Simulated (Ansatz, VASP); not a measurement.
# Ni in VASP and in Ansatz

```
CELL_PARAMETERS angstrom
-1.37798 1.37798 1.37798
1.37798 -1.37798 1.37798
1.37798 1.37798 -1.37798
ATOMIC_POSITIONS crystal
Ni 0.00000 0.00000 0.00000
```

Alike in both runs: functional r2SCAN; k mesh 16 × 16 × 16; occupations fermi-dirac, width 0.1 eV; no spin polarisation.

Ansatz relaxed the structure, and its values are those at the end. VASP's run is a single point on that final structure, the one shown.

```csv
,VASP,Ansatz
version,VASP 6.6.1,Ansatz 0.2.0
potentials or method,"VASP PAW PBE potentials, release 64 (Ni), cutoff 520 eV","plane waves (500 eV) with PAW, scalar-relativistic"
valence electrons in the cell,10,18
```

|  | VASP | Ansatz | Ansatz less VASP |
| --- | --- | --- | --- |
| pressure (GPa) | 0.6 | 0.0 | -0.57 |

VASP's potentials were made for PBE, not for r2SCAN. VASP's potentials hold 10 valence electrons a cell and Ansatz's 18, so a difference there can come from the potentials and not from the codes.
